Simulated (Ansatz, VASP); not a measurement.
# Two plane-wave programs on Cu

The input POSCAR:

```
Cu
1.0
    2.5508792560      0.0000000000      0.0000000000
   -1.2754396280      2.2091262377      0.0000000000
    0.0000000000      0.0000000000      4.1398073633
Cu
2
Direct
    0.6666666667      0.3333333333      0.7500000000
    0.3333333333      0.6666666667      0.2500000000
```

INCAR.step1

```
SYSTEM = Cu
ALGO = Normal
EDIFF = 1E-4
ENCUT = 520
GGA = PE
ISMEAR = -1
LASPH = .True.
LCHARG = .False.
LREAL = .False.
LWAVE = .True.
NBANDS = 18
NELM = 60
PREC = Accurate
SIGMA = 0.05
```

Contents of INCAR.step2:

```
SYSTEM = Cu
ALGO = Normal
EDIFF = 1E-7
ENCUT = 520
ISIF = 2
ISMEAR = -1
ISTART = 1
LASPH = .True.
LCHARG = .False.
LMIXTAU = .True.
LREAL = .False.
LWAVE = .False.
METAGGA = R2SCAN
NBANDS = 18
NELM = 60
PREC = Accurate
SIGMA = 0.05
```

Contents of KPOINTS:

```
k-points
0
Gamma
  12 12 7
  0 0 0
```

input.yaml

```yaml
crystal:
  lattice:
    - [2.550879256, 0.0, 0.0]
    - [-1.275439628, 2.2091262377, 0.0]
    - [0.0, 0.0, 4.1398073633]
  atoms:
    - { symbol: Cu, position: [0.6666666667, 0.3333333333, 0.75] }
    - { symbol: Cu, position: [0.3333333333, 0.6666666667, 0.25] }
hamiltonian:
  xc: r2scan
  pseudopotentials: { kind: paw }
kpoints:
  mp_grid: { grid: [12, 12, 7] }
scf:
  occupations: { method: fermi_dirac, width: 0.05 }
output:
  forces: true
  stress: true
  eigenvalues: true
```

Alike in both runs: task single point; functional r2SCAN; k mesh 12 × 12 × 7; occupations fermi-dirac, width 0.05 eV; no spin polarisation.

```csv
,VASP,Ansatz
version,VASP 6.6.1,Ansatz 0.2.0
potentials or method,"VASP PAW PBE potentials, release 64 (Cu)",Ansatz PAW
plane-wave cutoff (eV),520,500
valence electrons in the cell,22,38
```

```csv
,VASP,Ansatz,Ansatz less VASP
gap on the k mesh at the Fermi level (eV),none,none,-
pressure (GPa),-2.0,-2.7,-0.70
"traceless stress, the component that is largest in VASP (GPa)",0.09,0.10,+0.009
```

VASP's potentials were made for PBE, not for r2SCAN. A gap of «none» marks a metal or a gap that the smearing closes. The functional is the same, so the differences come from potentials, cutoffs and numerics. VASP's potentials hold 22 valence electrons a cell and Ansatz's 38, so a difference there can come from the potentials and not from the codes.
